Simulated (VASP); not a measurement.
# CuPt6 (Pm-3m) in VASP: further runs, part 3 of 3

VASP 6.6.1. The steps go on from the part before.

## Step 5: Relaxation of cell and atoms, PBE

This run uses another cell than the first one, of 19.03 Å³/atom, 0.391 times its volume.

INCAR reads:

```
ALGO = Normal
EDIFF = 1E-6
EDIFFG = -0.04
ENCUT = 600
GGA = PE
IBRION = 2
ISIF = 3
ISMEAR = 0
LASPH = True
LCHARG = False
LREAL = False
LWAVE = False
NELM = 100
NSW = 90
PREC = Accurate
SIGMA = 0.1
```

KPOINTS reads:

```
k-points
0
Gamma
  4 4 4
```

POSCAR reads:

```
CuPt6
1.0
    5.1072312500      0.0000000000      0.0000000000
    0.0000000000      5.1072312500      0.0000000000
    0.0000000000      0.0000000000      5.1072312500
Cu Pt
1 6
Direct
    0.5000000000      0.5000000000      0.5000000000
    0.1644585900      0.5000000000      0.5000000000
    0.8355414100      0.5000000000      0.5000000000
    0.5000000000      0.1644585900      0.5000000000
    0.5000000000      0.8355414100      0.5000000000
    0.5000000000      0.5000000000      0.1644585900
    0.5000000000      0.5000000000      0.8355414100
```

Potentials or basis: VASP PAW PBE potentials, release 64 (Cu, Pt).

Run with:

```sh
cat potpaw_PBE.64/Cu/POTCAR potpaw_PBE.64/Pt/POTCAR > POTCAR
mpirun -np 1 vasp_std > vasp.out
```

OUTCAR:

```text
EDIFF = 1E-6
   EDIFFG = -0.04
   ENCUT = 600
   GGA = PE
   IBRION = 2
   ISIF = 3
   ISMEAR = 0
   LASPH = True
   LREAL = False
   NELM = 100
   NSW = 90
   PREC = Accurate

 ion  position               nearest neighbor table
   1  0.500  0.500  0.500-   2 1.71   3 1.71   4 1.71   5 1.71   6 1.71   7 1.71
   2  0.164  0.500  0.500-   3 1.68   1 1.71   4 2.42   5 2.42   6 2.42   7 2.42   3 3.43
   3  0.836  0.500  0.500-   2 1.68   1 1.71   4 2.42   5 2.42   6 2.42   7 2.42   2 3.43
   4  0.500  0.164  0.500-   5 1.68   1 1.71   3 2.42   2 2.42   6 2.42   7 2.42   5 3.43
   5  0.500  0.836  0.500-   4 1.68   1 1.71   3 2.42   2 2.42   6 2.42   7 2.42   4 3.43
   6  0.500  0.500  0.164-   7 1.68   1 1.71   3 2.42   4 2.42   5 2.42   2 2.42   7 3.43
   7  0.500  0.500  0.836-   6 1.68   1 1.71   3 2.42   4 2.42   5 2.42   2 2.42   6 3.43

 -----------------------------------------------------------------------------
|                                                                             |
|           W    W    AA    RRRRR   N    N  II  N    N   GGGG   !!!           |
|           W    W   A  A   R    R  NN   N  II  NN   N  G    G  !!!           |
|           W    W  A    A  R    R  N N  N  II  N N  N  G       !!!           |
|           W WW W  AAAAAA  RRRRR   N  N N  II  N  N N  G  GGG   !            |
|           WW  WW  A    A  R   R   N   NN  II  N   NN  G    G                |
|           W    W  A    A  R    R  N    N  II  N    N   GGGG   !!!           |
|                                                                             |
|     The distance between some ions is very small. Please check the          |
|     nearest-neighbor list in the OUTCAR file.                               |
|     I HOPE YOU KNOW WHAT YOU ARE DOING!                                     |
|                                                                             |
 -----------------------------------------------------------------------------

  LATTYP: Found a simple cubic cell.
 ALAT       =     5.1072312500

  Lattice vectors:

 A1 = (   5.1072312500,   0.0000000000,   0.0000000000)
 A2 = (   0.0000000000,   5.1072312500,   0.0000000000)
 A3 = (   0.0000000000,   0.0000000000,   5.1072312500)

Analysis of symmetry for initial positions (statically):
=====================================================================
 Subroutine PRICEL returns:
 Original cell was already a primitive cell.

 Routine SETGRP: Setting up the symmetry group for a
 simple cubic supercell.
[... 130 lines left out ...]
   EFERMI_NEDOS =   21; number of points for ismear=-14 and -15
   IALGO  =     38    algorithm
   IMIX   =      4    mixing-type and parameters
     AMIX     =   0.40;   BMIX     =  1.00
     AMIX_MAG =   1.60;   BMIX_MAG =  1.00
  volume/ion in A,a.u.               =      19.03       128.43
  Fermi-wavevector in a.u.,A,eV,Ry     =   1.327319  2.508270 23.970427  1.761777
  Thomas-Fermi vector in A             =   2.456641
   LORBIT       =      0    0 simple, 1 ext, 2 COOP (PROOUT), +10 PAW based schemes
   GGA     = PE    functional components
   LHFCALC =     F    Hartree Fock is set to
   AEXX    =    0.0000 exact exchange contribution
   IVDW    =     0    specifies the selected vdW correction
   LEPSILON=     F    determine dielectric tensor
   LRPA    =     F    only Hartree local field effects (RPA)
 conjugate gradient relaxation of ions
 non-spin polarized calculation
 Gauss-broadening in eV      SIGMA  =   0.10
  energy-cutoff  :      600.00
  volume of cell :      133.22
 maximum number of plane-waves:      4468
 NGX is ok and might be reduce to    42
   NGX = 21   NGY = 21   NGZ = 21

--------------------------------------- Ionic step        1  -------------------------------------------

 number of electron      70.9999986 magnetization

 Free energy of the ion-electron system (eV)
  ---------------------------------------------------
  ext. energy  EPLUGINS =         0.00000000
  ---------------------------------------------------
  free energy    TOTEN  =        58.45291709 eV

  energy without entropy =       58.48673564  energy(sigma->0) =       58.46982637

 E-fermi :   8.4400     XC(G=0): -10.3462

 val. band max:        8.4182895476   @ k =   0.5000   0.5000   0.0000
 cond. band min:       8.6093783942   @ k =   0.5000   0.5000   0.5000
 fundamental gap:      0.1910888466
 Fermi energy:         8.4399520063
[... 1021 lines left out ...]
  FREE ENERGIE OF THE ION-ELECTRON SYSTEM (eV)
  ---------------------------------------------------
  free  energy   TOTEN  =       -22.4036626493 eV

  energy  without entropy=      -22.3023241021  energy(sigma->0) =      -22.35299338

[... ionic steps 4 to 8 ...]

--------------------------------------- Ionic step        9  -------------------------------------------

 number of electron      71.0000048 magnetization

------------------------ aborting loop because EDIFF is reached ----------------------------------------
[... 77 lines left out ...]
--------------------------------------- Ionic step       11  -------------------------------------------

 number of electron      71.0000060 magnetization

 Free energy of the ion-electron system (eV)
  ---------------------------------------------------
  ext. energy  EPLUGINS =         0.00000000
  ---------------------------------------------------
  free energy    TOTEN  =       -25.06900779 eV

  energy without entropy =      -24.96274785  energy(sigma->0) =      -25.01587782

 E-fermi :  -1.2505     XC(G=0):  -6.2340

 val. band max:       -1.2557269106   @ k =   0.5000   0.5000   0.2500
 cond. band min:      -1.2451397184   @ k =   0.2500   0.2500   0.2500
 fundamental gap:      0.0105871922
 Fermi energy:        -1.2504509906
[... 482 lines left out ...]
  FREE ENERGIE OF THE ION-ELECTRON SYSTEM (eV)
  ---------------------------------------------------
  free  energy   TOTEN  =       -25.0690077851 eV

  energy  without entropy=      -24.9627478488  energy(sigma->0) =      -25.01587782

 reached required accuracy - stopping structural energy minimisation
```

It took 13 min on 1 thread of AMD EPYC 9R14 (Zen 4), shared host; peak memory 0.27 GiB.

What came out:

```
Free energy                            : -25.0690 eV
Relaxed volume                         : 48.50 Å³/atom
Relaxed cell                           : a = 6.976 Å, b = 6.976 Å, c = 6.976 Å, α = 90.00°, β = 90.00°, γ = 90.00°
Space group after relaxing (to 0.05 Å) : Pm-3m (No. 221)
Energy gained by relaxing              : 11931.7 meV/atom
Ionic steps                            : 11
Pressure after relaxing                : -0.1 GPa
Largest force after relaxing           : 0.012 eV/Å
```

Forces on the atoms (eV/Å):
```
Cu   0.000  0.000  0.000
Pt  -0.012  0.000  0.000
Pt   0.012  0.000  0.000
Pt   0.000 -0.012  0.000
Pt   0.000  0.012  0.000
Pt   0.000  0.000 -0.012
Pt   0.000  0.000  0.012
```

The path:
```
step  energy change (eV)  largest force (eV/Å)  pressure (GPa)  volume (Å³)
   1              0.0000                0.1945          271.68       133.22
   2            711.6060                1.2352          -75.83      2226.61
   3            -80.8566                3.8160           13.95       275.97
   4            -82.1587                3.1391            8.21       294.99
   5            -83.1473                2.1940            1.82       328.71
   6            -24.5000                0.3959          -37.70       993.95
   7            -83.2212                1.9319           -0.14       335.71
   8            -83.4390                0.9679            0.35       336.94
   9            -83.5205                0.0262            0.24       336.51
  10            -83.5205                0.0115            0.26       336.50
  11            -83.5219                0.0116           -0.10       339.48
```

Final structure:
```yaml
crystal:
  lattice:
    - [6.97595, 0.00000, 0.00000]
    - [0.00000, 6.97595, 0.00000]
    - [0.00000, 0.00000, 6.97595]
  atoms:
    - { symbol: Cu, position: [0.50000, 0.50000, 0.50000] }
    - { symbol: Pt, position: [0.17334, 0.50000, 0.50000] }
    - { symbol: Pt, position: [0.82666, 0.50000, 0.50000] }
    - { symbol: Pt, position: [0.50000, 0.17334, 0.50000] }
    - { symbol: Pt, position: [0.50000, 0.82666, 0.50000] }
    - { symbol: Pt, position: [0.50000, 0.50000, 0.17334] }
    - { symbol: Pt, position: [0.50000, 0.50000, 0.82666] }
```

Caveat: the volume moved by over 15 % at a fixed basis, so the end points are rough; spin-orbit coupling is left out, which moves the levels of the heavy elements.

## Step 6: Summary

| task | cell | k mesh | cutoff (eV) | gap on the mesh (eV) | pressure (GPa) | relaxed volume (Å³/atom) | largest force (eV/Å) |
| --- | --- | --- | --- | --- | --- | --- | --- |
| single point | a = 6.987 Å, 7 atoms | 4 × 4 × 4 | 520 | none | 0.0 | - | 0.02 |
| single point | a = 6.991 Å, 7 atoms | 6 × 6 × 6 | 520 | none | 0.0 | - | 0.03 |
| relaxation of cell and atoms | relaxed from a = 6.987 Å, 7 atoms | 6 × 6 × 6 | 600 | none | 0.0 | 48.77 | - |
| relaxation of cell and atoms | relaxed from a = 5.107 Å, 7 atoms | 4 × 4 × 4 | 600 | none | -0.1 | 48.50 | 0.01 |

Alike in all rows: level PBE; potentials or basis VASP PAW PBE potentials, release 64 (Cu, Pt); no spin polarisation; smearing gaussian 0.1 eV.

Caveats: spin-orbit coupling is left out, which moves the levels of the heavy elements; the volume moved by over 15 % at a fixed basis, so the end points are rough (some runs).

Absolute energies hang on the potentials; compare differences alone.
